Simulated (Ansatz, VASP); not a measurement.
## Ti3H2: VASP beside Ansatz

```
Ti H
1.0
     3.92424    0.00000    0.00000
     0.00000    3.92424    0.00000
     0.00000    0.00000    3.92424
Ti H
3 2
Direct
  0.50000 0.00000 0.00000
  0.00000 0.50000 0.00000
  0.00000 0.00000 0.50000
  0.00000 0.00000 0.00000
  0.50000 0.50000 0.50000
```

Alike in both runs: functional PBE; k mesh 4 × 4 × 4; occupations gaussian, width 0.2 eV; no spin polarisation.

Ansatz relaxed the structure, and its values are those at the end. VASP's run is a single point on that final structure, the one shown.

|  | VASP | Ansatz |
| --- | --- | --- |
| version | VASP 6.6.1 | Ansatz 0.2.0 |
| potentials or method | VASP PAW PBE potentials, release 64 (Ti_sv, H), cutoff 500 eV | scalar-relativistic, plane waves, PAW |
| valence electrons in the cell | 38 | 38 |

|  | VASP | Ansatz | Ansatz less VASP |
| --- | --- | --- | --- |
| gap on the k mesh at the Fermi level (eV) | none | none | - |
| pressure (GPa) | 0.0 | 0.2 | +0.24 |

A gap of «none» marks a metal or a gap that the smearing closes.

The k mesh is coarse, so the values compare programs but aren't converged.
